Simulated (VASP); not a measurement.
# SbAs (Stibarsen) (R-3m) in VASP: relaxation of cell and atoms with LDA

Aim: the relaxation of cell and atoms of SbAs (Stibarsen) with LDA.

All numbers are computed with VASP 6.6.1; they aren't measurements. Logs are shortened: lines on timing, memory, paths and dates and some standing lists are left out, and cuts for length are marked.

### 1 The cell of the first run

It takes space group R-3m (No. 166, trigonal). The conventional cell has a = 4.025 Å, b = 4.025 Å, c = 10.837 Å, α = 90.00°, β = 90.00°, γ = 120.00°. Sb (site symmetry -3m) has 6 As at 2.94 Å within 3.9 Å. As (site symmetry -3m) has 6 Sb at 2.94 Å within 3.9 Å.

### 2 Relaxation of cell and atoms, LDA

File INCAR:

```
PREC = Accurate
ENCUT = 600
EDIFF = 1E-6
ISMEAR = -1
SIGMA = 0.05
LREAL = False
LASPH = True
NELM = 100
ALGO = Normal
ISIF = 3
LWAVE = False
LCHARG = False
GGA = CA
IBRION = 2
NSW = 70
EDIFFG = -0.005
```

File KPOINTS:

```
regular mesh
0
Gamma
  12 12 12
```

File POSCAR:

```
SbAs
1.0
    2.0127500000      1.1620617543      3.6123333333
   -2.0127500000      1.1620617543      3.6123333333
    0.0000000000     -2.3241235086      3.6123333333
Sb As
1 1
Direct
    0.5000000000      0.5000000000      0.5000000000
    0.0000000000      0.0000000000      0.0000000000
```

Potentials or basis: VASP PAW LDA potentials, release 64 (Sb, As).

Launch:

```
$ cat potpaw_LDA.64/Sb/POTCAR potpaw_LDA.64/As/POTCAR > POTCAR
$ mpirun -np 1 vasp_std > vasp.out
```

OUTCAR:

```text
PREC = Accurate
   ENCUT = 600
   EDIFF = 1E-6
   ISMEAR = -1
   LREAL = False
   LASPH = True
   NELM = 100
   ISIF = 3
   GGA = CA
   IBRION = 2
   NSW = 70
   EDIFFG = -0.005

 ion  position               nearest neighbor table
   1  0.500  0.500  0.500-   2 2.94   2 2.94   2 2.94   2 2.94   2 2.94   2 2.94
   2  0.000  0.000  0.000-   1 2.94   1 2.94   1 2.94   1 2.94   1 2.94   1 2.94

  LATTYP: Found a trigonal (rhomboedric) cell.
 ALAT       =     4.2954047765
 COS(alpha) =     0.5608615397

  Lattice vectors:

 A1 = (   2.0127500000,   1.1620617543,   3.6123333333)
 A2 = (  -2.0127500000,   1.1620617543,   3.6123333333)
 A3 = (   0.0000000000,  -2.3241235086,   3.6123333333)

Analysis of symmetry for initial positions (statically):
=====================================================================
 Subroutine PRICEL returns:
 Original cell was already a primitive cell.

 Routine SETGRP: Setting up the symmetry group for a
 trigonal (rhombohedral) supercell.

 Subroutine GETGRP returns: Found 12 space group operations
 (whereof 12 operations were pure point group operations)
 out of a pool of 12 trial point group operations.

The static configuration has the point symmetry D_3d.

Analysis of symmetry for dynamics (positions and initial velocities):
=====================================================================
 Subroutine PRICEL returns:
 Original cell was already a primitive cell.

 Routine SETGRP: Setting up the symmetry group for a
 trigonal (rhombohedral) supercell.

 Subroutine GETGRP returns: Found 12 space group operations
 (whereof 12 operations were pure point group operations)
 out of a pool of 12 trial point group operations.

The dynamic configuration has the point symmetry D_3d.

 Subroutine INISYM returns: Found 12 space group operations
 (whereof 12 operations are pure point group operations),
 and found     1 'primitive' translations

----------------------------------------------------------------------------------------

                                     Primitive cell

  volume of cell :      50.6942

  direct lattice vectors                    reciprocal lattice vectors
     2.012750000  1.162061754  3.612333333     0.248416346  0.143423244  0.092276460
    -2.012750000  1.162061754  3.612333333    -0.248416346  0.143423244  0.092276460
     0.000000000 -2.324123509  3.612333333     0.000000000 -0.286846488  0.092276460

  length of vectors
     4.295404777  4.295404777  4.295404777     0.301323502  0.301323502  0.301323502

  position of ions in fractional coordinates (direct lattice)
     0.500000000  0.500000000  0.500000000
     0.000000000  0.000000000  0.000000000

  ion indices of the primitive-cell ions
   primitive index   ion index
                 1           1
                 2           2

----------------------------------------------------------------------------------------

 KPOINTS: regular mesh

Automatic generation of k-mesh.
 Grid dimensions read from file:
 generate k-points for:   12   12   12

 Generating k-lattice:

  Cartesian coordinates                     Fractional coordinates (reciprocal lattice)
     0.020701362  0.011951937  0.007689705     0.083333333  0.000000000  0.000000000
    -0.020701362  0.011951937  0.007689705     0.000000000  0.083333333  0.000000000
     0.000000000 -0.023903874  0.007689705     0.000000000  0.000000000  0.083333333

  Length of vectors
     0.025110292  0.025110292  0.025110292

  Shift w.r.t. Gamma in fractional coordinates (k-lattice)
     0.000000000  0.000000000  0.000000000

 Subroutine IBZKPT returns following result:
 ===========================================

 Found    189 irreducible k-points:

 Following reciprocal coordinates:
            Coordinates               Weight
  0.000000  0.000000  0.000000      1.000000
  0.083333 -0.000000  0.000000      6.000000
  0.166667 -0.000000  0.000000      6.000000
  0.250000  0.000000  0.000000      6.000000
  0.333333  0.000000  0.000000      6.000000
  0.416667  0.000000  0.000000      6.000000
[... 16 lines left out ...]
  0.500000  0.166667  0.000000     12.000000
 -0.416667  0.166667  0.000000     12.000000
 [... further k-points ...]
   k-points           NKPTS =    189   k-points in BZ     NKDIM =    189   number of bands    NBANDS=      9
   number of dos      NEDOS =    301   number of ions     NIONS =      2
   total plane-waves  NPLWV =  46656
   dimension x,y,z NGX =    36 NGY =   36 NGZ =   36
   dimension x,y,z NGXF=    72 NGYF=   72 NGZF=   72
   ions per type =               1   1
   NGX,Y,Z   is equivalent  to a cutoff of  13.93, 13.93, 13.93 a.u.
   NGXF,Y,Z  is equivalent  to a cutoff of  27.87, 27.87, 27.87 a.u.
 SYSTEM =  unknown system
   PREC   = accura    normal or accurate (medium, high low for compatibility)
   ISTART =      0    job   : 0-new  1-cont  2-samecut
   ICHARG =      2    charge: 1-file 2-atom 10-const
   ISPIN  =      1    spin polarized calculation?
   LNONCOLLINEAR =      F non collinear calculations
   LSORBIT =      F    spin-orbit coupling
   LASPH  =      T    aspherical Exc in radial PAW
   ENCUT  =  600.0 eV  44.10 Ry    6.64 a.u.   8.58  8.58  8.58*2*pi/ulx,y,z
   NELM   =    100;   NELMIN=  2; NELMDL= -5     # of ELM steps
   EDIFF  = 0.1E-05   stopping-criterion for ELM
   LREAL  =      F    real-space projection
   EDIFFG = -.5E-02   stopping-criterion for IOM
   NSW    =     70    number of steps for IOM
   IBRION =      2    ionic relax: 0-MD 1-quasi-New 2-CG
   NFREE  =      1    steps in history (QN), initial steepest desc. (CG)
   ISIF   =      3    stress and relaxation
   ISYM   =      2    0-nonsym 1-usesym 2-fastsym
   POTIM  = 0.5000    time-step for ionic-motion
   TEBEG  =    0.0;   TEEND  =   0.0 temperature during run
   PSTRESS=    0.0 pullay stress
   NELECT =      10.0000    total number of electrons
   NUPDOWN=      -1.0000    fix difference up-down
   EMIN   =  10.00;   EMAX   =-10.00  energy-range for DOS
   EFERMI =   0.00;   METHOD = LEGACY
   ISMEAR =    -1;   SIGMA  =   0.05  broadening in eV -4-tet -1-fermi 0-gaus
   EFERMI_NEDOS =   21; number of points for ismear=-14 and -15
   IALGO  =     38    algorithm
   IMIX   =      4    mixing-type and parameters
     AMIX     =   0.40;   BMIX     =  1.00
     AMIX_MAG =   1.60;   BMIX_MAG =  1.00
  volume/ion in A,a.u.               =      25.35       171.05
  Fermi-wavevector in a.u.,A,eV,Ry     =   0.952991  1.800892 12.356700  0.908192
  Thomas-Fermi vector in A             =   2.081605
   LORBIT       =      0    0 simple, 1 ext, 2 COOP (PROOUT), +10 PAW based schemes
   GGA     = CA    functional components
   LHFCALC =     F    Hartree Fock is set to
   AEXX    =    0.0000 exact exchange contribution
   IVDW    =     0    specifies the selected vdW correction
   LEPSILON=     F    determine dielectric tensor
   LRPA    =     F    only Hartree local field effects (RPA)
 conjugate gradient relaxation of ions
 non-spin polarized calculation
  energy-cutoff  :      600.00
  volume of cell :       50.69
 maximum number of plane-waves:      1714
 NGX is ok and might be reduce to    36
   NGX = 17   NGY = 17   NGZ = 17

--------------------------------------- Ionic step        1  -------------------------------------------

 number of electron      10.0000000 magnetization

 Free energy of the ion-electron system (eV)
  ---------------------------------------------------
  ext. energy  EPLUGINS =         0.00000000
  ---------------------------------------------------
  free energy    TOTEN  =       -10.06332190 eV

  energy without entropy =      -10.05620733  energy(sigma->0) =      -10.05976461

------------------------ aborting loop because EDIFF is reached ----------------------------------------

  FORCE on cell =-STRESS in cart. coord.  units (eV):
  Direction    XX          YY          ZZ          XY          YZ          ZX
  --------------------------------------------------------------------------------------
  -------------------------------------------------------------------------------------
  Total       -1.2584628     -1.2584628     -2.4532083      0.0000000      0.0000000      0.0000000
  in kB      -39.7734109    -39.7734109    -77.5330538      0.0000000      0.0000000      0.0000000
  external PRESSURE =     -52.3599586 kB  Pullay stress =       0.0000000 kB

 VOLUME and BASIS-vectors are now :
 -----------------------------------------------------------------------------
  energy-cutoff  :      600.00
  volume of cell :       50.69
      direct lattice vectors                 reciprocal lattice vectors
     2.012750000  1.162061754  3.612333333     0.248416346  0.143423244  0.092276460
    -2.012750000  1.162061754  3.612333333    -0.248416346  0.143423244  0.092276460
     0.000000000 -2.324123509  3.612333333     0.000000000 -0.286846488  0.092276460
[... 217 lines left out ...]
 POSITION                                       TOTAL-FORCE (eV/Angst)
 -----------------------------------------------------------------------------------
      0.00000      0.00000      4.95274        -0.000000      0.000000      0.000000
      0.00000      0.00000      0.00000         0.000000     -0.000000     -0.000000
 -----------------------------------------------------------------------------------
    total drift:                                0.000000      0.000000      0.000000

  FREE ENERGIE OF THE ION-ELECTRON SYSTEM (eV)
  ---------------------------------------------------
  free  energy   TOTEN  =       -10.1589905034 eV

  energy  without entropy=      -10.1511446712  energy(sigma->0) =      -10.15506759

--------------------------------------- Ionic step        8  -------------------------------------------

 number of electron      10.0000000 magnetization

 Free energy of the ion-electron system (eV)
  ---------------------------------------------------
  ext. energy  EPLUGINS =         0.00000000
  ---------------------------------------------------
  free energy    TOTEN  =       -10.15925120 eV

  energy without entropy =      -10.15141026  energy(sigma->0) =      -10.15533073

 E-fermi :   7.2670     XC(G=0): -10.3537

 val. band max:        7.2387773469   @ k =   0.3333   0.2500   0.2500
 cond. band min:       7.2850320782   @ k =  -0.2500   0.5000   0.2500
 fundamental gap:      0.0462547313
 Fermi energy:         7.2669684103

 k-point     1 :       0.0000    0.0000    0.0000
  band No.  band energies     occupation
      1      -6.7709      2.00000
      2       2.5302      2.00000
      3       5.3717      2.00000
      4       5.3817      2.00000
      5       5.3817      2.00000
      6      11.0725      0.00000
      7      11.0725      0.00000
      8      11.0762      0.00000
      9      12.5179      0.00000

 k-point     2 :       0.0833   -0.0000    0.0000
  band No.  band energies     occupation
      1      -6.6844      2.00000
      2       2.0564      2.00000
      3       5.3856      2.00000
      4       5.3943      2.00000
      5       5.6797      2.00000
      6      10.6383      0.00000
      7      10.6407      0.00000
      8      10.7430      0.00000
      9      12.4529      0.00000
[... 253 lines left out ...]
 k-point    24 :      -0.4167    0.1667    0.0000
  band No.  band energies     occupation
      1      -4.0853      2.00000
      2      -2.7712      2.00000
      3       3.4066      2.00000
      4       5.1115      2.00000
      5       5.7396      2.00000
      6       8.3788      0.00000
      7       9.0119      0.00000
      8      11.0537      0.00000
      9      14.7786      0.00000

 [... further k-points ...]
[... 5 lines left out ...]
  --------------------------------------------------------------------------------------
  -------------------------------------------------------------------------------------
  Total        0.0033778      0.0033778     -0.0035094     -0.0000000      0.0000000      0.0000000
  in kB        0.1149330      0.1149330     -0.1194108     -0.0000000      0.0000000      0.0000000
  external PRESSURE =       0.0368184 kB  Pullay stress =       0.0000000 kB

 VOLUME and BASIS-vectors are now :
 -----------------------------------------------------------------------------
  energy-cutoff  :      600.00
  volume of cell :       47.09
      direct lattice vectors                 reciprocal lattice vectors
     2.026102429  1.169770783  3.311206632     0.246779231  0.142478056  0.100668237
    -2.026102429  1.169770783  3.311206632    -0.246779231  0.142478056  0.100668237
     0.000000000 -2.339541566  3.311206632     0.000000000 -0.284956111  0.100668237

 POSITION                                       TOTAL-FORCE (eV/Angst)
 -----------------------------------------------------------------------------------
      0.00000      0.00000      4.96681        -0.000000     -0.000000     -0.000000
     -2.02610     -1.16977      6.62241         0.000000      0.000000      0.000000
 -----------------------------------------------------------------------------------
    total drift:                                0.000000      0.000000      0.000000

  FREE ENERGIE OF THE ION-ELECTRON SYSTEM (eV)
  ---------------------------------------------------
  free  energy   TOTEN  =       -10.1592512004 eV

  energy  without entropy=      -10.1514102562  energy(sigma->0) =      -10.15533073

 reached required accuracy - stopping structural energy minimisation
```

Wall time 3.9 min (1 thread of AMD EPYC 9R45 (Zen 5), shared host); peak memory 0.25 GiB.

Results:

```
Free energy                            : -10.1593 eV
Relaxed volume                         : 23.54 Å³/atom
Relaxed cell                           : a = 4.054 Å, b = 4.054 Å, c = 4.054 Å, α = 59.97°, β = 59.97°, γ = 59.97°
Space group after relaxing (to 0.05 Å) : Fm-3m (No. 225)
Energy gained by relaxing              : 48.0 meV/atom
Ionic steps                            : 8
Pressure after relaxing                : 0.0 GPa
Band gap on the k mesh                 : zero (band 5 reaches 7.53 eV, above the bottom of band 6 at 6.96 eV)
```

The path:
| step | energy change (eV) | largest force (eV/Å) | pressure (GPa) | volume (Å³) |
| --- | --- | --- | --- | --- |
| 1 | 0.0000 | 0.0000 | -5.24 | 50.69 |
| 2 | -0.0563 | 0.0000 | 4.13 | 44.84 |
| 3 | -0.0779 | 0.0000 | 0.39 | 46.72 |
| 4 | -0.0853 | 0.0000 | 0.23 | 46.87 |
| 5 | -0.0957 | 0.0000 | -0.22 | 47.22 |
| 6 | -0.0958 | 0.0000 | -0.26 | 47.25 |
| 7 | -0.0957 | 0.0000 | 0.38 | 46.87 |
| 8 | -0.0959 | 0.0000 | 0.00 | 47.09 |

Final structure:
```
Sb As
1.0
     2.02610    1.16977    3.31121
    -2.02610    1.16977    3.31121
     0.00000   -2.33954    3.31121
Sb As
1 1
Direct
  0.50000 0.50000 0.50000
  0.00000 0.00000 0.00000
```

Caveat: spin-orbit coupling is left out, which moves the levels of the heavy elements. LDA usually gives volumes a few per cent too small.
